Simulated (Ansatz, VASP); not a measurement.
## One calculation of MgO, two programs

```xyz
2
Lattice="0.0000 1.9981 2.1752 1.9981 0.0000 2.1752 1.9981 1.9981 0.0000" Properties=species:S:1:pos:R:3 pbc="T T T"
Mg    0.0000    0.0000    0.0000
O     1.9981    1.9981    2.1752
```

Change from the starting cell: epitaxial_xy strain -5.0%.

Alike in both runs: task single point; functional r2SCAN; k mesh 10 × 10 × 10; no spin polarisation.

```csv
,VASP,Ansatz
version,VASP 6.6.1,Ansatz 0.2.0
potentials or method,"VASP PAW PBE potentials, release 64 (Mg_sv, O)","plane waves, PAW"
plane-wave cutoff (eV),750,500
occupations,"gaussian, width 0.01 eV",fixed
valence electrons in the cell,16,16
```

VASP gave:

| Item | Value |
| --- | --- |
| gap on the k mesh at the Fermi level (eV) | 6.27 |
| pressure (GPa) | 15.6 |
| traceless stress, the component that is largest in VASP (GPa) | -16.14 |

Task: Which values does Ansatz return?

Result: gap on the k mesh at the Fermi level (eV): 6.25; pressure (GPa): 15.7; traceless stress, the component that is largest in VASP (GPa): -15.76.

VASP's potentials were made for PBE, not for r2SCAN.
